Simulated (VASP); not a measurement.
# Sn (P6_3/mmc) in VASP: notebook

Sn is run at these levels: revPBE; tasks: single point.

Program: VASP 6.6.1. These are calculated values, not measurements. Logs are shortened: lines on timing, memory, paths and dates and some standing lists are left out, and cuts for length are marked.

### Step 1. The cell of the first run

It takes space group P6_3/mmc (No. 194, hexagonal). Conventional cell: a = 3.259 Å, b = 3.259 Å, c = 5.417 Å, α = 90.00°, β = 90.00°, γ = 120.00°. Sn (site symmetry -6m2) has 12 Sn at 3.26 to 3.30 Å within 4.3 Å.

This isn't the form of Sn at room conditions, which is tetragonal (white tin).

### Step 2. Single point, revPBE (24.92 Å³/atom)

The input, INCAR:

```
SYSTEM = Sn
ALGO     = Normal         ! electronic algorithm
EDIFF    = 1E-6           ! SCF threshold, eV
ENCUT    = 520            ! plane-wave cutoff, eV
GGA      = RE             ! functional
ISIF     = 2              ! what is computed and relaxed
ISMEAR   = -1             ! smearing method
LASPH    = .True.         ! aspherical terms in the spheres
LCHARG   = .False.        ! write CHGCAR
LREAL    = .False.        ! projectors in reciprocal space
LWAVE    = .False.        ! write WAVECAR
NBANDS   = 21             ! bands
NELM     = 80             ! most SCF steps
PREC     = Accurate       ! precision mode
SIGMA    = 0.1            ! smearing width, eV
```

The input, KPOINTS:

```
k-points
0
Gamma
  12 12 7
  0 0 0
```

The input, POSCAR:

```
Sn
1.0
    3.2594765975      0.0000000000      0.0000000000
   -1.6297382988      2.8227895365      0.0000000000
    0.0000000000      0.0000000000      5.4171720222
Sn
2
Direct
    0.3333333333      0.6666666667      0.2500000000
    0.6666666667      0.3333333333      0.7500000000
```

Potentials or basis: VASP PAW PBE potentials, release 64 (Sn_d).

Run with:

```sh
$ cat potpaw_PBE.64/Sn_d/POTCAR > POTCAR
$ mpirun -np 1 vasp_std > vasp.out
```

OUTCAR:

```text
SYSTEM = Sn
   EDIFF = 1E-6
   ENCUT = 520
   GGA = RE
   ISIF = 2
   ISMEAR = -1
   LASPH = .True.
   LREAL = .False.
   NELM = 80
   PREC = Accurate

 ion  position               nearest neighbor table
   1  0.333  0.667  0.250-   2 3.30   2 3.30   2 3.30   2 3.30   2 3.30   2 3.30
   2  0.667  0.333  0.750-   1 3.30   1 3.30   1 3.30   1 3.30   1 3.30   1 3.30

  LATTYP: Found a hexagonal cell.
 ALAT       =     3.2594765975
 C/A-ratio  =     1.6619760444

  Lattice vectors:

 A1 = (   3.2594765975,   0.0000000000,   0.0000000000)
 A2 = (  -1.6297382988,   2.8227895365,   0.0000000000)
 A3 = (   0.0000000000,   0.0000000000,   5.4171720222)

Analysis of symmetry for initial positions (statically):
=====================================================================
 Subroutine PRICEL returns:
 Original cell was already a primitive cell.

 Routine SETGRP: Setting up the symmetry group for a
 hexagonal supercell.

 Subroutine GETGRP returns: Found 24 space group operations
 (whereof 12 operations were pure point group operations)
 out of a pool of 24 trial point group operations.

The static configuration has the point symmetry D_3d.
 The point group associated with its full space group is D_6h.

Analysis of symmetry for dynamics (positions and initial velocities):
=====================================================================
 Subroutine PRICEL returns:
 Original cell was already a primitive cell.

 Routine SETGRP: Setting up the symmetry group for a
 hexagonal supercell.

 Subroutine GETGRP returns: Found 24 space group operations
 (whereof 12 operations were pure point group operations)
 out of a pool of 24 trial point group operations.

The dynamic configuration has the point symmetry D_3d.
 The point group associated with its full space group is D_6h.

 Subroutine INISYM returns: Found 24 space group operations
 (whereof 12 operations are pure point group operations),
 and found     1 'primitive' translations

----------------------------------------------------------------------------------------

                                     Primitive cell

  volume of cell :      49.8424

  direct lattice vectors                    reciprocal lattice vectors
     3.259476597  0.000000000  0.000000000     0.306797724  0.177129748  0.000000000
    -1.629738299  2.822789537  0.000000000     0.000000000  0.354259497  0.000000000
     0.000000000  0.000000000  5.417172022     0.000000000  0.000000000  0.184598162

  length of vectors
     3.259476597  3.259476598  5.417172022     0.354259497  0.354259497  0.184598162

  position of ions in fractional coordinates (direct lattice)
     0.333333333  0.666666667  0.250000000
     0.666666667  0.333333333  0.750000000

  ion indices of the primitive-cell ions
   primitive index   ion index
                 1           1
                 2           2

----------------------------------------------------------------------------------------

 KPOINTS: k-points

Automatic generation of k-mesh.
 Grid dimensions read from file:
 generate k-points for:   12   12    7

 Generating k-lattice:

  Cartesian coordinates                     Fractional coordinates (reciprocal lattice)
     0.025566477  0.014760812  0.000000000     0.083333333  0.000000000  0.000000000
     0.000000000  0.029521625  0.000000000     0.000000000  0.083333333  0.000000000
     0.000000000  0.000000000  0.026371166     0.000000000  0.000000000  0.142857143

  Length of vectors
     0.029521625  0.029521625  0.026371166

  Shift w.r.t. Gamma in fractional coordinates (k-lattice)
     0.000000000  0.000000000  0.000000000

 Subroutine IBZKPT returns following result:
 ===========================================

 Found     76 irreducible k-points:

 Following reciprocal coordinates:
            Coordinates               Weight
  0.000000  0.000000  0.000000      1.000000
  0.083333 -0.000000  0.000000      6.000000
  0.166667 -0.000000  0.000000      6.000000
  0.250000  0.000000  0.000000      6.000000
  0.333333  0.000000  0.000000      6.000000
  0.416667  0.000000  0.000000      6.000000
[... 16 lines left out ...]
  0.250000  0.000000  0.142857     12.000000
  0.333333  0.000000  0.142857     12.000000
 [... further k-points ...]
   k-points           NKPTS =     76   k-points in BZ     NKDIM =     76   number of bands    NBANDS=     21
   number of dos      NEDOS =    301   number of ions     NIONS =      2
   total plane-waves  NPLWV =  23040
   dimension x,y,z NGX =    24 NGY =   24 NGZ =   40
   dimension x,y,z NGXF=    48 NGYF=   48 NGZF=   80
   ions per type =               2
   NGX,Y,Z   is equivalent  to a cutoff of  12.24, 12.24, 12.28 a.u.
   NGXF,Y,Z  is equivalent  to a cutoff of  24.48, 24.48, 24.55 a.u.
 SYSTEM =  Sn
   PREC   = accura    normal or accurate (medium, high low for compatibility)
   ISTART =      0    job   : 0-new  1-cont  2-samecut
   ICHARG =      2    charge: 1-file 2-atom 10-const
   ISPIN  =      1    spin polarized calculation?
   LNONCOLLINEAR =      F non collinear calculations
   LSORBIT =      F    spin-orbit coupling
   LASPH  =      T    aspherical Exc in radial PAW
   ENCUT  =  520.0 eV  38.22 Ry    6.18 a.u.   6.06  6.06 10.07*2*pi/ulx,y,z
   NELM   =     80;   NELMIN=  2; NELMDL= -5     # of ELM steps
   EDIFF  = 0.1E-05   stopping-criterion for ELM
   LREAL  =      F    real-space projection
   EDIFFG = 0.1E-04   stopping-criterion for IOM
   NSW    =      0    number of steps for IOM
   IBRION =     -1    ionic relax: 0-MD 1-quasi-New 2-CG
   NFREE  =      0    steps in history (QN), initial steepest desc. (CG)
   ISIF   =      2    stress and relaxation
   ISYM   =      2    0-nonsym 1-usesym 2-fastsym
   POTIM  = 0.5000    time-step for ionic-motion
   TEBEG  =    0.0;   TEEND  =   0.0 temperature during run
   PSTRESS=    0.0 pullay stress
   NELECT =      28.0000    total number of electrons
   NUPDOWN=      -1.0000    fix difference up-down
   EMIN   =  10.00;   EMAX   =-10.00  energy-range for DOS
   EFERMI =   0.00;   METHOD = LEGACY
   ISMEAR =    -1;   SIGMA  =   0.10  broadening in eV -4-tet -1-fermi 0-gaus
   EFERMI_NEDOS =   21; number of points for ismear=-14 and -15
   IALGO  =     38    algorithm
   IMIX   =      4    mixing-type and parameters
     AMIX     =   0.40;   BMIX     =  1.00
     AMIX_MAG =   1.60;   BMIX_MAG =  1.00
  volume/ion in A,a.u.               =      24.92       168.18
  Fermi-wavevector in a.u.,A,eV,Ry     =   1.350811  2.552662 24.826411  1.824690
  Thomas-Fermi vector in A             =   2.478284
   LORBIT       =      0    0 simple, 1 ext, 2 COOP (PROOUT), +10 PAW based schemes
   GGA     = RE    functional components
   LHFCALC =     F    Hartree Fock is set to
   AEXX    =    0.0000 exact exchange contribution
   IVDW    =     0    specifies the selected vdW correction
   LEPSILON=     F    determine dielectric tensor
   LRPA    =     F    only Hartree local field effects (RPA)
 non-spin polarized calculation
  energy-cutoff  :      520.00
  volume of cell :       49.84
 maximum number of plane-waves:      1362
   NGX = 13   NGY = 13   NGZ = 21

 number of electron      28.0000003 magnetization

 Free energy of the ion-electron system (eV)
  ---------------------------------------------------
  ext. energy  EPLUGINS =         0.00000000
  ---------------------------------------------------
  free energy    TOTEN  =        -6.81648876 eV

  energy without entropy =       -6.77637597  energy(sigma->0) =       -6.79643237

 E-fermi :   9.2921     XC(G=0): -10.7252

 val. band max:        9.2687429219   @ k =   0.1667   0.1667   0.1429
 cond. band min:       9.3165328883   @ k =   0.2500   0.0000   0.1429
 fundamental gap:      0.0477899664
 Fermi energy:         9.2920580644

 k-point     1 :       0.0000    0.0000    0.0000
  band No.  band energies     occupation
      1     -12.3730      2.00000
      2     -12.3723      2.00000
      3     -12.3514      2.00000
      4     -12.3514      2.00000
      5     -12.3378      2.00000
      6     -12.3378      2.00000
[... 13 lines left out ...]
     20      19.3644      0.00000
     21      21.6914      0.00000

 k-point     2 :       0.0833   -0.0000    0.0000
  band No.  band energies     occupation
      1     -12.3776      2.00000
      2     -12.3671      2.00000
      3     -12.3452      2.00000
      4     -12.3388      2.00000
      5     -12.3332      2.00000
      6     -12.3255      2.00000
[... 13 lines left out ...]
     20      20.0870      0.00000
     21      20.8888      0.00000

 k-point     3 :       0.1667   -0.0000    0.0000
  band No.  band energies     occupation
      1     -12.3971      2.00000
      2     -12.3507      2.00000
      3     -12.3412      2.00000
      4     -12.3121      2.00000
      5     -12.3049      2.00000
      6     -12.3041      2.00000
[... 13 lines left out ...]
     20      19.5816      0.00000
     21      20.8572      0.00000

 k-point     4 :       0.2500    0.0000    0.0000
  band No.  band energies     occupation
      1     -12.4225      2.00000
      2     -12.3542      2.00000
      3     -12.3373      2.00000
      4     -12.3193      2.00000
      5     -12.3160      2.00000
      6     -12.2586      2.00000
[... 13 lines left out ...]
     20      19.2299      0.00000
     21      20.6896      0.00000

 k-point     5 :       0.3333    0.0000    0.0000
  band No.  band energies     occupation
      1     -12.4467      2.00000
      2     -12.3647      2.00000
      3     -12.3641      2.00000
      4     -12.3329      2.00000
      5     -12.2861      2.00000
      6     -12.2547      2.00000
[... 13 lines left out ...]
     20      18.8247      0.00000
     21      20.5809      0.00000
[... 382 lines left out ...]
     20      19.9535      0.00000
     21      21.0666      0.00000

 k-point    22 :       0.1667   -0.0000    0.1429
  band No.  band energies     occupation
      1     -12.3955      2.00000
      2     -12.3520      2.00000
      3     -12.3512      2.00000
      4     -12.3176      2.00000
      5     -12.3174      2.00000
      6     -12.2945      2.00000
[... 13 lines left out ...]
     20      19.5101      0.00000
     21      19.9135      0.00000

 k-point    23 :       0.2500    0.0000    0.1429
  band No.  band energies     occupation
      1     -12.4200      2.00000
      2     -12.3596      2.00000
      3     -12.3506      2.00000
      4     -12.3153      2.00000
      5     -12.3012      2.00000
      6     -12.2666      2.00000
[... 13 lines left out ...]
     20      18.5224      0.00000
     21      19.2838      0.00000

 k-point    24 :       0.3333    0.0000    0.1429
  band No.  band energies     occupation
      1     -12.4433      2.00000
      2     -12.3738      2.00000
      3     -12.3669      2.00000
      4     -12.3258      2.00000
      5     -12.2826      2.00000
      6     -12.2632      2.00000
[... 13 lines left out ...]
     20      18.2347      0.00000
     21      19.4238      0.00000

 [... further k-points ...]
[... 5 lines left out ...]
  --------------------------------------------------------------------------------------
  -------------------------------------------------------------------------------------
  Total        2.5795554      2.5795554      1.9041629     -0.0000000      0.0000000      0.0000000
  in kB       82.9194564     82.9194565     61.2090579     -0.0000000      0.0000000      0.0000000
  external PRESSURE =      75.6826569 kB  Pullay stress =       0.0000000 kB

 VOLUME and BASIS-vectors are now :
 -----------------------------------------------------------------------------
  energy-cutoff  :      520.00
  volume of cell :       49.84
      direct lattice vectors                 reciprocal lattice vectors
     3.259476597  0.000000000  0.000000000     0.306797724  0.177129748  0.000000000
    -1.629738299  2.822789537  0.000000000     0.000000000  0.354259497  0.000000000
     0.000000000  0.000000000  5.417172022     0.000000000  0.000000000  0.184598162

 POSITION                                       TOTAL-FORCE (eV/Angst)
 -----------------------------------------------------------------------------------
     -0.00000      1.88186      1.35429        -0.000000     -0.000000      0.000000
      1.62974      0.94093      4.06288         0.000000      0.000000      0.000000
 -----------------------------------------------------------------------------------
    total drift:                               -0.000000      0.000000     -0.000000

  FREE ENERGIE OF THE ION-ELECTRON SYSTEM (eV)
  ---------------------------------------------------
  free  energy   TOTEN  =        -6.8164887622 eV

  energy  without entropy=       -6.7763759724  energy(sigma->0) =       -6.79643237
```

Wall time 27 s (1 thread of AMD EPYC 9R45 (Zen 5), shared host); peak memory 0.17 GiB.

What came out:

```
Free energy            : -6.8165 eV
Pressure               : 7.6 GPa
Band gap on the k mesh : zero (bands 14 and 15 overlap by 9.14 eV)
```

Stress tensor (GPa, compression positive):
```
8.29 0.00 0.00
0.00 8.29 0.00
0.00 0.00 6.12
```

Levels at points of the mesh, in eV from the Fermi level:
```csv
k point,band 12,band 13,band 14,band 15,band 16,band 17
"(0.00, 0.00, 0.00)",-7.08,-5.14,6.52,6.52,8.26,8.38
"(0.50, 0.00, 0.00)",-6.19,-2.33,-1.69,-0.92,1.18,2.36
```

Caveat: the cell stands under pressure; the PAW data sets were made with another functional, which shifts forces and pressure a little; spin-orbit coupling is left out, which moves the levels of the heavy elements.

(Continued in part 2 of 2.)

The gap in the log of VASP goes by the Fermi energy; the results here count the filled bands.